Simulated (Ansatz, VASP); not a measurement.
C: VASP and Ansatz over several settings

```
C
1.0
     4.25517    0.00000    0.00000
     0.00000    4.25517    0.00000
     0.00000    0.00000    1.28229
C
1
Direct
  0.50000 0.50000 0.50000
```

Single points on this cell with VASP 6.6.1 and Ansatz 0.2.0. Each row is one pair of runs. Alike in all rows: spin: off; k mesh: 3 × 3 × 10; smearing: fermi-dirac, width 0.05 eV; VASP's potentials, cutoff: VASP PAW PBE potentials, release 64 (C), 520 eV.

| level | Ansatz's potentials, cutoff | pressure (GPa), VASP | pressure (GPa), Ansatz |
| --- | --- | --- | --- |
| PBE0 | Ansatz PAW, 420 eV | -3.0 | -2.9 |
| PBEsol-based global hybrid | Ansatz PAW, 420 eV | -3.2 | -3.2 |
| B3LYP | Ansatz PAW, 420 eV | -3.0 | -2.8 |
| r2SCAN0 | Ansatz PAW, 500 eV | -4.2 | -4.2 |

Pressure (GPa): the two programs differ by at most 0.17.

The k mesh is coarse, so the values compare programs but aren't converged. Noted on Ansatz's runs: odd divisions of the mesh miss points on the zone boundary, where band edges often lie, so the gap on the mesh can be too wide.
